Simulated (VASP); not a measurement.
A run of VASP 6.6.1 is set up as follows.

INCAR

```
PREC = Accurate
ENCUT = 520
EDIFF = 1E-6
ISMEAR = 0
SIGMA = 0.1
LREAL = F
LASPH = T
NELM = 100
ALGO = Fast
ISIF = 2
LWAVE = F
LCHARG = F
GGA = PS
NBANDS = 7
```

KPOINTS

```
Automatic mesh
0
Gamma
  20 20 20
```

The input POSCAR:

```
Be
1.0
   -1.2837973522      1.2858274081      1.2634842616
    1.2737473222     -1.2906393926      1.2582462160
    1.2761282520      1.2829702924     -1.2682962460
Be
1
Direct
    0.0000000000      0.0000000000      0.0000000000
```

Potentials or basis: VASP PAW PBE potentials, release 64 (Be).

Command:

```console
$ cat potpaw_PBE.64/Be/POTCAR > POTCAR
$ mpirun -np 1 vasp_std > vasp.out
```

Task: What does it give for the pressure?

Result: -6.9 GPa.

Task: What does it give for the band gap on the k mesh?

Result: Zero (band 1 reaches 10.97 eV, above the bottom of band 2 at 6.25 eV).

Stress tensor (GPa, compression positive):
```
-7.06  1.01  1.44
 1.01 -7.89  0.71
 1.44  0.71 -5.69
```

Caveat: the cell differs from its parent crystal (the cell strained at random); the PAW data sets were made with another functional, which shifts forces and pressure a little.
